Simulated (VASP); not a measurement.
Wanted: the native input for a VASP 6.6.1 run.

```
Task                               : single point
Functional                         : PBE0
Potentials or basis                : VASP PAW PBE potentials, release 64 (Al)
Cutoff                             : 520 eV
k mesh                             : 6 × 6 × 6
Occupations                        : fermi-dirac, width 0.05 eV
Spin                               : no spin polarisation
Dipole correction                  : no
Grid for exact exchange (PRECFOCK) : Normal
Further INCAR settings             : ALGO = Normal; EDIFF = 1e-07; NBANDS = 8
Share of exact exchange            : 0.25
```

The system is Al.

```
Al
1.0
     0.00938    2.04945    2.00369
     2.00392    0.00944    2.00400
     2.00337    2.04981    0.00968
Al
1
Cartesian
  0.0000 0.0000 0.0000
```

One way to write it, as run:

POSCAR

```
Al
1.0
    0.0093789499      2.0494475138      2.0036895099
    2.0039223118      0.0094381110      2.0040047832
    2.0033658890      2.0498090724      0.0096849840
Al
1
Direct
    0.0000000000      0.0000000000      0.0000000000
```

INCAR.step1

```
SYSTEM = Al
ALGO     = Normal         ! electronic algorithm
EDIFF    = 1E-5           ! SCF threshold, eV
ENCUT    = 520            ! plane-wave cutoff, eV
GGA      = PE             ! functional
ISIF     = 2              ! what is computed and relaxed
ISMEAR   = -1             ! smearing method
LASPH    = .TRUE.         ! aspherical terms in the spheres
LREAL    = .FALSE.        ! projectors in reciprocal space
LWAVE    = .TRUE.         ! write WAVECAR
NBANDS   = 8              ! bands
NELM     = 100            ! most SCF steps
PREC     = Accurate       ! precision mode
SIGMA    = 0.05           ! smearing width, eV
```

INCAR.step2

```
SYSTEM = Al
AEXX     = 0.25           ! exact-exchange fraction
ALGO     = Normal         ! electronic algorithm
EDIFF    = 1E-7           ! SCF threshold, eV
ENCUT    = 520            ! plane-wave cutoff, eV
GGA      = PE             ! functional
ISIF     = 2              ! what is computed and relaxed
ISMEAR   = -1             ! smearing method
ISTART   = 1            
LASPH    = .TRUE.         ! aspherical terms in the spheres
LCHARG   = .TRUE.         ! write CHGCAR
LELF     = .TRUE.         ! ELF
LHFCALC  = .TRUE.         ! exact exchange
LREAL    = .FALSE.        ! projectors in reciprocal space
LVHAR    = .TRUE.       
LWAVE    = .FALSE.        ! write WAVECAR
NBANDS   = 8              ! bands
NELM     = 100            ! most SCF steps
PREC     = Accurate       ! precision mode
PRECFOCK = Normal       
SIGMA    = 0.05           ! smearing width, eV
```

KPOINTS

```
k-points
0
G
  6 6 6
  0 0 0
```

Potentials or basis: VASP PAW PBE potentials, release 64 (Al).

Launch:

```console
$ cat potpaw_PBE.64/Al/POTCAR > POTCAR
$ cp INCAR.step1 INCAR
$ mpirun -np 1 vasp_std > vasp.out
$ cp INCAR.step2 INCAR
$ mpirun -np 1 vasp_std > vasp.out
```

It gave:

The pressure is 0.0 GPa and the band gap on the k mesh is zero (an odd number of electrons rules out a gap without spin polarisation).

Caveat: the k points lie up to 0.45 Å⁻¹ apart, too coarse for converged energies and pressures of a metal; the PAW data sets were made with another functional, which shifts forces and pressure a little.

It took 14 min on 1 thread of Oxide Virtual Turin-like Processor, on a shared host, peak memory 0.11 GiB.
